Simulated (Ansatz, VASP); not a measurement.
# SnO2: VASP beside Ansatz

The input INCAR:

```
PREC = Accurate ; ENCUT = 520
EDIFF = 1E-6 ; ISMEAR = 0
SIGMA = 0.05 ; LREAL = F
LASPH = T ; NELM = 80
ALGO = Normal ; ISIF = 2
LWAVE = F ; LCHARG = F
GGA = CA ; NBANDS = 64
```

The input KPOINTS:

```
Automatic mesh
0
Gamma
  6 6 6
```

Contents of POSCAR:

```
SnO2
1.0
    3.1092000000      1.7950974570      4.2912000000
   -3.1092000000      1.7950974570      4.2912000000
    0.0000000000     -3.5901949139      4.2912000000
Sn O
4 8
Direct
    0.8645353782      0.8645353782      0.8645353782
    0.3648691645      0.3648691645      0.8648751974
    0.3648691645      0.8648751974      0.3648691645
    0.8648751974      0.3648691645      0.3648691645
    0.1199116729      0.6196051221      0.6196051221
    0.6196051221      0.1199116729      0.6196051221
    0.6196051221      0.6196051221      0.1199116729
    0.6099370359      0.6099370359      0.6099370359
    0.1198492242      0.1198492242      0.1198492242
    0.1096932183      0.1096932183      0.6100024814
    0.1096932183      0.6100024814      0.1096932183
    0.6100024814      0.1096932183      0.1096932183
```

Input for Ansatz:

```yaml
crystal:
  lattice:
    - [3.1092, 1.795097457, 4.2912]
    - [-3.1092, 1.795097457, 4.2912]
    - [0.0, -3.5901949139, 4.2912]
  atoms:
    - { symbol: Sn, position: [0.8645353782, 0.8645353782, 0.8645353782] }
    - { symbol: Sn, position: [0.3648691645, 0.3648691645, 0.8648751974] }
    - { symbol: Sn, position: [0.3648691645, 0.8648751974, 0.3648691645] }
    - { symbol: Sn, position: [0.8648751974, 0.3648691645, 0.3648691645] }
    - { symbol: O, position: [0.1199116729, 0.6196051221, 0.6196051221] }
    - { symbol: O, position: [0.6196051221, 0.1199116729, 0.6196051221] }
    - { symbol: O, position: [0.6196051221, 0.6196051221, 0.1199116729] }
    - { symbol: O, position: [0.6099370359, 0.6099370359, 0.6099370359] }
    - { symbol: O, position: [0.1198492242, 0.1198492242, 0.1198492242] }
    - { symbol: O, position: [0.1096932183, 0.1096932183, 0.6100024814] }
    - { symbol: O, position: [0.1096932183, 0.6100024814, 0.1096932183] }
    - { symbol: O, position: [0.6100024814, 0.1096932183, 0.1096932183] }
basis:
  ecutwfc: 520.0
kpoints:
  mp_grid: { grid: [6, 6, 6] }
hamiltonian:
  xc: lda
  pseudopotentials: { kind: paw, azcp: { folder: soft_1 } }
scf:
  occupations: { method: gaussian, width: 0.05 }
output:
  forces: true
  stress: true
  eigenvalues: true
```

Alike in both runs: task single point; functional LDA; k mesh 6 × 6 × 6; occupations gaussian, width 0.05 eV; no spin polarisation.

```csv
,VASP,Ansatz
version,VASP 6.6.1,Ansatz 0.2.0
potentials or method,"VASP PAW LDA potentials, release 64 (Sn_d, O), cutoff 520 eV","scalar-relativistic, plane waves, PAW"
valence electrons in the cell,104,104
```

|  | VASP | Ansatz | Ansatz less VASP |
| --- | --- | --- | --- |
| gap on the k mesh at the Fermi level (eV) | 2.24 | 2.24 | +0.004 |
| least direct gap on the mesh (eV) | 2.24 | 2.24 | +0.004 |
| pressure (GPa) | 9.9 | 8.3 | -1.54 |
| traceless stress, the component that is largest in VASP (GPa) | -8.25 | -7.44 | +0.807 |
| rms of the force components (eV/Å) | 0.070 | 0.019 | -0.0509 |

Ansatz warns that its potentials were made for another functional, while VASP's fit it. LDA's correlation is that of Perdew and Zunger in VASP and of Perdew and Wang (1992) in Ansatz. Atom by atom the forces differ by 0.051 eV/Å (rms over components).
